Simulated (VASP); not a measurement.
Crystal: CoO.

```
Co O
1.0
     2.61615    0.00000    0.00000
     0.00000    2.61615    0.00000
     0.00000    0.00000    2.61615
Co O
1 1
Direct
  0.00000 0.00000 0.00000
  0.50000 0.50000 0.50000
```

Base run:

* Program: VASP 6.6.1
* Functional: PBE
* Potentials or basis: VASP PAW PBE potentials, release 64 (Co, O)
* Cutoff: 520 eV
* k mesh: 16 × 16 × 16
* Occupations: gaussian, width 0.05 eV
* Spin: collinear spin, ferromagnetic start
* Starting moments: [3.0, 0.0] μB
* Hubbard terms: Co d U = 4.0 eV

Its results: band gap on the k mesh 1.40 eV (least direct gap 1.91 eV); pressure 5.7 GPa.

Q: After a change of settings the same cell gave: band gap on the k mesh zero (an odd number of electrons rules out a gap without spin polarisation); pressure -15.8 GPa. Which change was it?
A. hubbard terms from Co d U = 4.0 eV to Co d U = 1.0 eV
B. spin from collinear spin, ferromagnetic start to no spin polarisation; further incar settings from ALGO = Normal; EDIFF = 1e-07; NBANDS = 18 to ALGO = Normal; EDIFF = 1e-07; NBANDS = 14
C. occupations from gaussian, width 0.05 eV to gaussian, width 0.1 eV; hubbard terms from Co d U = 4.0 eV to none

A: B.

Caveats: the cell stands under pressure (at least some runs); a cell with one magnetic atom can't hold antiferromagnetic order, which such compounds often take (at least some runs); the cell stands under tension (at least some runs); an odd number of electrons without spin polarisation forces a metal (at least some runs); a magnetic or distorted state may lie lower (at least some runs); U without spin polarisation on a metal has little footing (at least some runs).
